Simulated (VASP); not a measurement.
A run of VASP 6.6.1 is set up as follows.

The input INCAR:

```
ALGO = Fast
EDIFF = 1E-6
ENCUT = 520
GGA = CA
ISIF = 2
ISMEAR = 0
LASPH = True
LCHARG = False
LREAL = False
LWAVE = False
NBANDS = 17
NELM = 100
PREC = Accurate
SIGMA = 0.15
```

KPOINTS

```
k-points
0
Gamma
  12 12 8
```

File POSCAR:

```
Sr
1.0
    3.8152827013      0.0000000000      0.0000000000
   -1.9076413507      3.5528298300      0.0000000000
    0.0000000000      0.0000000000      6.7154259278
Sr
2
Direct
    0.1627037756      0.6666666667      0.2500000000
    0.8372962244      0.3333333333      0.7500000000
```

Potentials or basis: VASP PAW LDA potentials, release 64 (Sr_sv).

Run with:

```console
$ cat potpaw_LDA.64/Sr_sv/POTCAR > POTCAR
$ mpirun -np 1 vasp_std > vasp.out
```

(1) Estimate the band gap on the k mesh.

(2) Estimate the pressure.

## Answers

(1) zero (bands 10 and 11 overlap by 0.38 eV).

(2) 0.9 GPa.

Caveat: the cell differs from its parent crystal (atoms displaced along a vibrational mode, the cell strained).
